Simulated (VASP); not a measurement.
The system is NiO (rocksalt type).

```
Ni O
1.0
     0.00000    2.23228    2.23228
     2.23228    0.00000    2.23228
     2.23228    2.23228    0.00000
Ni O
1 1
Cartesian
  0.0000 0.0000 0.0000
  2.2323 2.2323 2.2323
```

| Quantity | Value |
| --- | --- |
| Program | VASP 6.6.1 |
| Task | relaxation of cell and atoms |
| Functional | PBE |
| Potentials or basis | VASP PAW PBE potentials, release 64 (Ni, O) |
| Cutoff | 600 eV |
| k mesh | 16 × 16 × 16 |
| Occupations | fermi-dirac, width 0.03 eV |
| Spin | collinear spin, ferromagnetic start |
| Starting moments | [1.5, 0.0] μB |

At the start: pressure -21.0 GPa; volume 11.12 Å³/atom.

Task: How do energy, volume and symmetry change on relaxing?

Result: Over 3 steps the energy falls by 136.2 meV/atom and the volume is 9.33 Å³/atom (-16.2 %); space group Fm-3m (No. 225, to 0.1 Å) before and after; moment 1.77 μB per cell.

The path:
```tsv
step	energy change (eV)	largest force (eV/Å)	pressure (GPa)	volume (Å³)
1	0.0000	0.0000	-20.97	22.25
2	-0.2537	0.0000	8.01	17.88
3	-0.2725	0.0000	0.07	18.65
```

Final structure:
```
Ni O
1.0
     0.00000    2.10497    2.10497
     2.10497    0.00000    2.10497
     2.10497    2.10497    0.00000
Ni O
1 1
Direct
  0.00000 0.00000 0.00000
  0.50000 0.50000 0.50000
```

Caveat: the volume moved by over 15 % at a fixed basis, so the end points are rough; a cell with one magnetic atom can't hold antiferromagnetic order, which such compounds often take.
